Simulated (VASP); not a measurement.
The system is Pb.

```
Pb
1.0
     0.00000    2.46980    2.46980
     2.46980    0.00000    2.46980
     2.46980    2.46980    0.00000
Pb
1
Cartesian
  0.0000 0.0000 0.0000
```

- Program: VASP 6.6.1
- Task: relaxation of cell and atoms
- Functional: PBE
- Potentials or basis: VASP PAW PBE potentials, release 64 (Pb_d)
- Cutoff: 600 eV
- k mesh: 14 × 14 × 14
- Occupations: gaussian, width 0.1 eV
- Spin: no spin polarisation

At the start: pressure 2.8 GPa; volume 30.13 Å³/atom.

**Question.** Where does the relaxation end?

**Answer.** Over 3 steps the energy falls by 15.3 meV/atom and the volume is 32.00 Å³/atom (+6.2 %); space group Fm-3m (No. 225, to 0.05 Å).

The path:
```tsv
step	energy change (eV)	largest force (eV/Å)	pressure (GPa)	volume (Å³)
1	0.0000	0.0000	2.77	30.13
2	-0.0145	0.0000	-0.54	32.46
3	-0.0153	0.0000	0.01	32.00
```

Final structure:
```cif
data_structure
_symmetry_space_group_name_H-M 'P 1'
_symmetry_Int_Tables_number 1
_cell_length_a 3.5636
_cell_length_b 3.5636
_cell_length_c 3.5636
_cell_angle_alpha 60.000
_cell_angle_beta 60.000
_cell_angle_gamma 60.000
_cell_volume 32.00
loop_
_atom_site_label
_atom_site_type_symbol
_atom_site_fract_x
_atom_site_fract_y
_atom_site_fract_z
_atom_site_occupancy
Pb1 Pb 0.00000 0.00000 0.00000 1
```
